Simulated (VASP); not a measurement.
# GaN (R3m) in VASP: notebook, part 2 of 2

VASP 6.6.1. Earlier steps stand in the parts before.

### Step 4. Single point, PBE

Input file INCAR:

```
  PREC = Accurate
  ENCUT = 520
  EDIFF = 1E-6
  ISMEAR = 0
  SIGMA = 0.05
  LREAL = F
  LASPH = T
  NELM = 80
  ALGO = Normal
  ISIF = 2
  LWAVE = F
  LCHARG = F
  GGA = PE
  NBANDS = 16
```

Input file KPOINTS:

```
regular mesh
0
Gamma
  10 10 10
```

Input file POSCAR:

```
GaN
1.0
    0.0000000000      2.2742384873      2.2742384873
    2.2742384873      0.0000000000      2.2742384873
    2.2742384873      2.2742384873      0.0000000000
Ga N
1 1
Direct
    0.0000000000      0.0000000000      0.0000000000
    0.7595199493      0.7468266836      0.7468266836
```

Potentials or basis: VASP PAW PBE potentials, release 64 (Ga_d, N).

Started as:

```console
$ cat potpaw_PBE.64/Ga_d/POTCAR potpaw_PBE.64/N/POTCAR > POTCAR
$ mpirun -np 1 vasp_std > vasp.out
```

OUTCAR:

```text
PREC = Accurate
   ENCUT = 520
   EDIFF = 1E-6
   ISMEAR = 0
   LREAL = F
   LASPH = T
   NELM = 80
   ISIF = 2
   GGA = PE

 ion  position               nearest neighbor table
   1  0.000  0.000  0.000-   2 1.96   2 1.96   2 1.96   2 1.99
   2  0.760  0.747  0.747-   1 1.96   1 1.96   1 1.96   1 1.99

  LATTYP: Found a face centered cubic cell.
 ALAT       =     4.5484769746

  Lattice vectors:

 A1 = (   0.0000000000,   2.2742384873,   2.2742384873)
 A2 = (   2.2742384873,   0.0000000000,   2.2742384873)
 A3 = (   2.2742384873,   2.2742384873,   0.0000000000)

Analysis of symmetry for initial positions (statically):
=====================================================================
 Subroutine PRICEL returns:
 Original cell was already a primitive cell.

 Routine SETGRP: Setting up the symmetry group for a
 face centered cubic supercell.

 Subroutine GETGRP returns: Found  6 space group operations
 (whereof  6 operations were pure point group operations)
 out of a pool of 48 trial point group operations.

The static configuration has the point symmetry C_3v.

Analysis of symmetry for dynamics (positions and initial velocities):
=====================================================================
 Subroutine PRICEL returns:
 Original cell was already a primitive cell.

 Routine SETGRP: Setting up the symmetry group for a
 face centered cubic supercell.

 Subroutine GETGRP returns: Found  6 space group operations
 (whereof  6 operations were pure point group operations)
 out of a pool of 48 trial point group operations.

The dynamic configuration has the point symmetry C_3v.

 Subroutine INISYM returns: Found  6 space group operations
 (whereof  6 operations are pure point group operations),
 and found     1 'primitive' translations

----------------------------------------------------------------------------------------

                                     Primitive cell

  volume of cell :      23.5255

  direct lattice vectors                    reciprocal lattice vectors
     0.000000000  2.274238487  2.274238487    -0.219853812  0.219853812  0.219853812
     2.274238487  0.000000000  2.274238487     0.219853812 -0.219853812  0.219853812
     2.274238487  2.274238487  0.000000000     0.219853812  0.219853812 -0.219853812

  length of vectors
     3.216258913  3.216258913  3.216258913     0.380797972  0.380797972  0.380797972

  position of ions in fractional coordinates (direct lattice)
     0.000000000  0.000000000  0.000000000
     0.759519949  0.746826684  0.746826684

  ion indices of the primitive-cell ions
   primitive index   ion index
                 1           1
                 2           2

----------------------------------------------------------------------------------------

 KPOINTS: regular mesh

Automatic generation of k-mesh.
 Grid dimensions read from file:
 generate k-points for:   10   10   10

 Generating k-lattice:

  Cartesian coordinates                     Fractional coordinates (reciprocal lattice)
    -0.021985381  0.021985381  0.021985381     0.100000000  0.000000000  0.000000000
     0.021985381 -0.021985381  0.021985381     0.000000000  0.100000000  0.000000000
     0.021985381  0.021985381 -0.021985381     0.000000000  0.000000000  0.100000000

  Length of vectors
     0.038079797  0.038079797  0.038079797

  Shift w.r.t. Gamma in fractional coordinates (k-lattice)
     0.000000000  0.000000000  0.000000000

 Subroutine IBZKPT returns following result:
 ===========================================

 Found    116 irreducible k-points:

 Following reciprocal coordinates:
            Coordinates               Weight
  0.000000  0.000000  0.000000      1.000000
  0.100000  0.000000  0.000000      2.000000
  0.000000  0.100000  0.000000      6.000000
  0.200000  0.000000  0.000000      2.000000
  0.000000  0.200000  0.000000      6.000000
  0.300000  0.000000  0.000000      2.000000
[... 16 lines left out ...]
  0.000000  0.500000  0.100000     12.000000
  0.100000  0.000000  0.500000      6.000000
 [... further k-points ...]
   k-points           NKPTS =    116   k-points in BZ     NKDIM =    116   number of bands    NBANDS=     16
   number of dos      NEDOS =    301   number of ions     NIONS =      2
   total plane-waves  NPLWV =  13824
   dimension x,y,z NGX =    24 NGY =   24 NGZ =   24
   dimension x,y,z NGXF=    48 NGYF=   48 NGZF=   48
   ions per type =               1   1
   NGX,Y,Z   is equivalent  to a cutoff of  12.41, 12.41, 12.41 a.u.
   NGXF,Y,Z  is equivalent  to a cutoff of  24.81, 24.81, 24.81 a.u.
 SYSTEM =  unknown system
   PREC   = accura    normal or accurate (medium, high low for compatibility)
   ISTART =      0    job   : 0-new  1-cont  2-samecut
   ICHARG =      2    charge: 1-file 2-atom 10-const
   ISPIN  =      1    spin polarized calculation?
   LNONCOLLINEAR =      F non collinear calculations
   LSORBIT =      F    spin-orbit coupling
   LASPH  =      T    aspherical Exc in radial PAW
   ENCUT  =  520.0 eV  38.22 Ry    6.18 a.u.   5.98  5.98  5.98*2*pi/ulx,y,z
   NELM   =     80;   NELMIN=  2; NELMDL= -5     # of ELM steps
   EDIFF  = 0.1E-05   stopping-criterion for ELM
   LREAL  =      F    real-space projection
   EDIFFG = 0.1E-04   stopping-criterion for IOM
   NSW    =      0    number of steps for IOM
   IBRION =     -1    ionic relax: 0-MD 1-quasi-New 2-CG
   NFREE  =      0    steps in history (QN), initial steepest desc. (CG)
   ISIF   =      2    stress and relaxation
   ISYM   =      2    0-nonsym 1-usesym 2-fastsym
   POTIM  = 0.5000    time-step for ionic-motion
   TEBEG  =    0.0;   TEEND  =   0.0 temperature during run
   PSTRESS=    0.0 pullay stress
   NELECT =      18.0000    total number of electrons
   NUPDOWN=      -1.0000    fix difference up-down
   EMIN   =  10.00;   EMAX   =-10.00  energy-range for DOS
   EFERMI =   0.00;   METHOD = LEGACY
   ISMEAR =     0;   SIGMA  =   0.05  broadening in eV -4-tet -1-fermi 0-gaus
   EFERMI_NEDOS =   21; number of points for ismear=-14 and -15
   IALGO  =     38    algorithm
   IMIX   =      4    mixing-type and parameters
     AMIX     =   0.40;   BMIX     =  1.00
     AMIX_MAG =   1.60;   BMIX_MAG =  1.00
  volume/ion in A,a.u.               =      11.76        79.38
  Fermi-wavevector in a.u.,A,eV,Ry     =   1.497337  2.829557 30.504523  2.242019
  Thomas-Fermi vector in A             =   2.609238
   LORBIT       =      0    0 simple, 1 ext, 2 COOP (PROOUT), +10 PAW based schemes
   GGA     = PE    functional components
   LHFCALC =     F    Hartree Fock is set to
   AEXX    =    0.0000 exact exchange contribution
   IVDW    =     0    specifies the selected vdW correction
   LEPSILON=     F    determine dielectric tensor
   LRPA    =     F    only Hartree local field effects (RPA)
 non-spin polarized calculation
 Gauss-broadening in eV      SIGMA  =   0.05
  energy-cutoff  :      520.00
  volume of cell :       23.53
 maximum number of plane-waves:       644
   NGX = 11   NGY = 11   NGZ = 11

 number of electron      17.9999986 magnetization

 Free energy of the ion-electron system (eV)
  ---------------------------------------------------
  ext. energy  EPLUGINS =         0.00000000
  ---------------------------------------------------
  free energy    TOTEN  =       -12.15017198 eV

  energy without entropy =      -12.15017198  energy(sigma->0) =      -12.15017198

 E-fermi :   5.3614     XC(G=0): -11.5207

 val. band max:        5.0427919303   @ k =   0.0000   0.0000   0.0000
 cond. band min:       6.5341469595   @ k =   0.0000   0.0000   0.0000
 fundamental gap:      1.4913550292
 Fermi energy:         5.3613512484

 k-point     1 :       0.0000    0.0000    0.0000
  band No.  band energies     occupation
      1     -10.7180      2.00000
      2      -8.4404      2.00000
      3      -8.4404      2.00000
      4      -8.4277      2.00000
      5      -8.1440      2.00000
      6      -8.1440      2.00000
[... 8 lines left out ...]
     15      23.5671      0.00000
     16      23.6670      0.00000
[... 419 lines left out ...]
 k-point    24 :       0.1000    0.0000    0.5000
  band No.  band energies     occupation
      1      -9.8776      2.00000
      2      -8.3513      2.00000
      3      -8.3366      2.00000
      4      -8.1248      2.00000
      5      -8.0973      2.00000
      6      -6.8641      2.00000
[... 8 lines left out ...]
     15      23.4588      0.00000
     16      24.4594      0.00000

 [... further k-points ...]

------------------------ aborting loop because EDIFF is reached ----------------------------------------

  FORCE on cell =-STRESS in cart. coord.  units (eV):
  Direction    XX          YY          ZZ          XY          YZ          ZX
  --------------------------------------------------------------------------------------
  -------------------------------------------------------------------------------------
  Total        0.0236906      0.0236906      0.0236906      0.0945536     -0.0945536      0.0945536
  in kB        1.6134214      1.6134214      1.6134214      6.4394777     -6.4394777      6.4394777
  external PRESSURE =       1.6134214 kB  Pullay stress =       0.0000000 kB

 VOLUME and BASIS-vectors are now :
 -----------------------------------------------------------------------------
  energy-cutoff  :      520.00
  volume of cell :       23.53
      direct lattice vectors                 reciprocal lattice vectors
     0.000000000  2.274238487  2.274238487    -0.219853812  0.219853812  0.219853812
     2.274238487  0.000000000  2.274238487     0.219853812 -0.219853812  0.219853812
     2.274238487  2.274238487  0.000000000     0.219853812  0.219853812 -0.219853812

 POSITION                                       TOTAL-FORCE (eV/Angst)
 -----------------------------------------------------------------------------------
      0.00000      0.00000      0.00000        -0.153086      0.153086      0.153086
      3.39692      3.42579      3.42579         0.153086     -0.153086     -0.153086
 -----------------------------------------------------------------------------------
    total drift:                               -0.000000     -0.000002     -0.000002

  FREE ENERGIE OF THE ION-ELECTRON SYSTEM (eV)
  ---------------------------------------------------
  free  energy   TOTEN  =       -12.1501719791 eV

  energy  without entropy=      -12.1501719791  energy(sigma->0) =      -12.15017198
```

Run time: 22 s. Hardware: 1 thread of AMD EPYC 9R45 (Zen 5), shared host; peak memory 0.14 GiB.

Results:

```
Free energy            : -12.1502 eV
Pressure               : 0.2 GPa
Largest force          : 0.265 eV/Å
Band gap on the k mesh : 1.49 eV, direct
```

Forces on the atoms (eV/Å):
```
Ga  -0.153  0.153  0.153
N    0.153 -0.153 -0.153
```

Stress tensor (GPa, compression positive):
```
 0.16  0.64  0.64
 0.64  0.16 -0.64
 0.64 -0.64  0.16
```

Caveat: the cell differs from its parent crystal (all N atoms moved -0.025 Å, as atom 2 towards its neighbour atom 1 (Ga) at 1.970 Å).

### Step 5. Single point, PBE

Input file INCAR:

```
SYSTEM = GaN
PREC     = Accurate       ! precision mode
ENCUT    = 520            ! plane-wave cutoff, eV
EDIFF    = 1E-6           ! SCF threshold, eV
ISMEAR   = 0              ! smearing method
SIGMA    = 0.05           ! smearing width, eV
LREAL    = .False.        ! projectors in reciprocal space
LASPH    = .True.         ! aspherical terms in the spheres
NELM     = 60             ! most SCF steps
ALGO     = Normal         ! electronic algorithm
ISIF     = 2              ! what is computed and relaxed
LWAVE    = .False.        ! write WAVECAR
LCHARG   = .False.        ! write CHGCAR
GGA      = PE             ! functional
NBANDS   = 16             ! bands
```

Input file KPOINTS:

```
regular mesh
0
Gamma
  10 10 10
  0 0 0
```

Edit POSCAR of step 4 so:

```diff
@@ -9,2 +9,2 @@
     0.0000000000      0.0000000000      0.0000000000
-    0.7595199493      0.7468266836      0.7468266836
+    0.7166801775      0.7611066075      0.7611066075
```

Potentials or basis: VASP PAW PBE potentials, release 64 (Ga_d, N).

Started as:

```console
$ cat potpaw_PBE.64/Ga_d/POTCAR potpaw_PBE.64/N/POTCAR > POTCAR
$ mpirun -np 1 vasp_std > vasp.out
```

OUTCAR:

```text
SYSTEM = GaN
   PREC = Accurate
   ENCUT = 520
   EDIFF = 1E-6
   ISMEAR = 0
   LREAL = .False.
   LASPH = .True.
   NELM = 60
   ISIF = 2
   GGA = PE

 ion  position               nearest neighbor table
   1  0.000  0.000  0.000-   2 1.88   2 2.00   2 2.00   2 2.00
   2  0.717  0.761  0.761-   1 1.88   1 2.00   1 2.00   1 2.00

  LATTYP: Found a face centered cubic cell.
 ALAT       =     4.5484769746

  Lattice vectors:

 A1 = (   0.0000000000,   2.2742384873,   2.2742384873)
[... 641 lines left out ...]

------------------------ aborting loop because EDIFF is reached ----------------------------------------

  FORCE on cell =-STRESS in cart. coord.  units (eV):
  Direction    XX          YY          ZZ          XY          YZ          ZX
  --------------------------------------------------------------------------------------
  -------------------------------------------------------------------------------------
  Total        0.1312494      0.1312494      0.1312494     -0.4547093      0.4547093     -0.4547093
  in kB        8.9386054      8.9386054      8.9386054    -30.9675208     30.9675208    -30.9675208
  external PRESSURE =       8.9386054 kB  Pullay stress =       0.0000000 kB

 VOLUME and BASIS-vectors are now :
 -----------------------------------------------------------------------------
  energy-cutoff  :      520.00
  volume of cell :       23.53
      direct lattice vectors                 reciprocal lattice vectors
     0.000000000  2.274238487  2.274238487    -0.219853812  0.219853812  0.219853812
     2.274238487  0.000000000  2.274238487     0.219853812 -0.219853812  0.219853812
     2.274238487  2.274238487  0.000000000     0.219853812  0.219853812 -0.219853812

 POSITION                                       TOTAL-FORCE (eV/Angst)
 -----------------------------------------------------------------------------------
      0.00000      0.00000      0.00000         0.707827     -0.707827     -0.707827
      3.46188      3.36084      3.36084        -0.707827      0.707827      0.707827
 -----------------------------------------------------------------------------------
    total drift:                               -0.000181      0.000183      0.000183

  FREE ENERGIE OF THE ION-ELECTRON SYSTEM (eV)
  ---------------------------------------------------
  free  energy   TOTEN  =       -12.1035569832 eV

  energy  without entropy=      -12.1035569832  energy(sigma->0) =      -12.10355698
```

OSZICAR:

```text
N       E                     dE             d eps       ncg     rms          rms(c)
DAV:   1     0.811185151882E+02    0.81119E+02   -0.94257E+03  4160   0.201E+03
DAV:   2    -0.824570170176E+01   -0.89364E+02   -0.83310E+02  4176   0.327E+02
DAV:   3    -0.140162802652E+02   -0.57706E+01   -0.57477E+01  4472   0.700E+01
DAV:   4    -0.140801379131E+02   -0.63858E-01   -0.63850E-01  4528   0.795E+00
DAV:   5    -0.140810370946E+02   -0.89918E-03   -0.89917E-03  4512   0.840E-01    0.766E+00
DAV:   6    -0.121063123861E+02    0.19747E+01   -0.50257E+00  5624   0.393E+01    0.270E+00
DAV:   7    -0.121116596517E+02   -0.53473E-02   -0.30910E-01  4016   0.671E+00    0.176E+00
DAV:   8    -0.121077383383E+02    0.39213E-02   -0.63856E-02  4184   0.325E+00    0.836E-01
DAV:   9    -0.121032407214E+02    0.44976E-02   -0.14163E-02  5640   0.259E+00    0.222E-01
DAV:  10    -0.121036405861E+02   -0.39986E-03   -0.14040E-03  4072   0.479E-01    0.113E-01
DAV:  11    -0.121035523539E+02    0.88232E-04   -0.24763E-04  5504   0.247E-01    0.751E-03
DAV:  12    -0.121035571762E+02   -0.48223E-05   -0.27217E-05  4096   0.494E-02    0.757E-03
DAV:  13    -0.121035569832E+02    0.19298E-06   -0.56554E-07  3352   0.131E-02
   1 F= -.12103557E+02 E0= -.12103557E+02  d E =-.260431E-16
```

Wall time 21 s (1 thread of AMD EPYC 9R45 (Zen 5), shared host); peak memory 0.14 GiB.

Results:

```
Free energy            : -12.1036 eV
Pressure               : 0.9 GPa
Largest force          : 1.226 eV/Å
Band gap on the k mesh : 1.45 eV, direct
```

Forces in eV/Å, atoms in the order of the input:
```
Ga   0.708 -0.708 -0.708
N   -0.708  0.708  0.708
```

Levels at points of the mesh, in eV from the valence-band top:
| k point | band 7 | band 8 | band 9 | band 10 | band 11 | band 12 |
| --- | --- | --- | --- | --- | --- | --- |
| (0.00, 0.00, 0.00) | -0.32 | 0.00 | 0.00 | 1.45 | 9.95 | 9.95 |
| (0.50, 0.00, 0.00) | -7.25 | -1.03 | -1.03 | 4.50 | 8.52 | 10.25 |
| (0.00, 0.50, 0.00) | -6.86 | -1.26 | -0.81 | 4.29 | 8.46 | 9.65 |
| (0.50, 0.50, 0.00) | -6.12 | -2.75 | -2.64 | 3.22 | 6.38 | 11.39 |

Caveat: the cell differs from its parent crystal (all N atoms moved +0.087 Å, as atom 2 towards its neighbour atom 1 (Ga) at 1.970 Å); forces of over 1 eV/Å act on the atoms, so gaps and moduli don't describe the material at rest.
